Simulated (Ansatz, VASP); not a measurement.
## One calculation of NiO, two programs

INCAR

```
SYSTEM = NiO
ALGO = Normal
EDIFF = 1E-6
ENCUT = 520
GGA = PE
ISIF = 2
ISMEAR = -1
ISPIN = 2
LASPH = .True.
LCHARG = .True.
LELF = .True.
LMAXMIX = 4
LORBIT = 11
LREAL = .False.
LVHAR = .True.
LWAVE = .False.
MAGMOM = 1.5 0
NBANDS = 19
NELM = 150
PREC = Accurate
SIGMA = 0.03
```

KPOINTS

```
k-points
0
Gamma
  17 17 17
  0 0 0
```

File POSCAR:

```
NiO
1.0
    0.0000000000      2.0843155999      2.0843155999
    2.0843155999      0.0000000000      2.0843155999
    2.0843155999      2.0843155999      0.0000000000
Ni O
1 1
Direct
    0.0000000000      0.0000000000      0.0000000000
    0.5000000000      0.5000000000      0.5000000000
```

Input for Ansatz:

```yaml
crystal:
  lattice:
    - [0.0, 2.0843155999, 2.0843155999]
    - [2.0843155999, 0.0, 2.0843155999]
    - [2.0843155999, 2.0843155999, 0.0]
  atoms:
    - { symbol: Ni, position: [0.0, 0.0, 0.0], spin: 1.5 }
    - { symbol: O, position: [0.5, 0.5, 0.5] }
magnetization:
  spin_polarized: true
kpoints:
  mp_grid: { grid: [17, 17, 17] }
  band_path:
    path:
      - [0.0, 0.0, 0.0]
      - [0.5, 0.0, 0.5]
      - [0.625, 0.25, 0.625]
      - [0.375, 0.375, 0.75]
      - [0.0, 0.0, 0.0]
      - [0.5, 0.5, 0.5]
      - [0.5, 0.25, 0.75]
      - [0.5, 0.0, 0.5]
    npoints: 5
scf:
  occupations: { method: fermi_dirac, width: 0.03 }
hamiltonian:
  xc: pbe
  pseudopotentials: { kind: all_electron, lapw: { basis_error: 0.001 } }
output:
  forces: true
  stress: true
  eigenvalues: true
```

Change from the starting cell: volume scaled by 0.99.

Alike in both runs: task single point; functional PBE; k mesh 17 × 17 × 17; occupations fermi-dirac, width 0.03 eV; collinear spin.

```csv
,VASP,Ansatz
version,VASP 6.6.1,Ansatz 0.2.0
potentials or method,"VASP PAW PBE potentials, release 64 (Ni, O), cutoff 520 eV","all-electron LAPW, scalar-relativistic"
```

Ansatz gave:

* pressure (GPa): 6.6
* net moment per atom (μB): 0.88
* size of the moment on the site where the two differ most (μB): 1.47

Question: Which values does VASP return?

Answer: Pressure (GPa): 5.5; net moment per atom (μB): 0.84; size of the moment on the site where the two differ most (μB): 1.39.

Site moments also hang on the region over which each program counts them. Ansatz ran all-electron here, and VASP with PAW potentials.
